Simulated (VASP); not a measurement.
A run of VASP 6.6.1:

File INCAR:

```
SYSTEM = AlN
PREC     = Accurate       ! precision mode
ENCUT    = 600            ! plane-wave cutoff, eV
EDIFF    = 1E-6           ! SCF threshold, eV
ISMEAR   = 0              ! smearing method
SIGMA    = 0.02           ! smearing width, eV
LREAL    = .False.        ! projectors in reciprocal space
LASPH    = .True.         ! aspherical terms in the spheres
NELM     = 120            ! most SCF steps
ALGO     = Normal         ! electronic algorithm
ISIF     = 2              ! what is computed and relaxed
LWAVE    = .False.        ! write WAVECAR
LCHARG   = .True.         ! write CHGCAR
GGA      = PS             ! functional
IVDW     = 12             ! dispersion correction
LELF     = .True.         ! ELF
LVHAR    = .True.       
NBANDS   = 11             ! bands
GGA_COMPAT= .False.
```

File KPOINTS:

```
Automatic mesh
0
Gamma
  10 10 10
  0 0 0
```

POSCAR

```
AlN
1.0
    0.0000000000      2.0083173223      2.0083173223
    2.0083173223      0.0000000000      2.0083173223
    2.0083173223      2.0083173223      0.0000000000
Al N
1 1
Direct
    0.5000000000      0.5000000000      0.5000000000
    0.0000000000      0.0000000000      0.0000000000
```

Potentials or basis: VASP PAW PBE potentials, release 64 (Al, N).

Command:

```sh
$ cat potpaw_PBE.64/Al/POTCAR potpaw_PBE.64/N/POTCAR > POTCAR
$ mpirun -np 1 vasp_std > vasp.out
```

Hardware: 1 thread of Intel Xeon 6975P-C, with other jobs on the host.

Question: How long does it take, and how much memory?

Answer: Run time: 5.7 s on 1 thread of Intel Xeon 6975P-C, on a shared host, peak memory 0.15 GiB. Counts: scf iterations 12, k points 47.
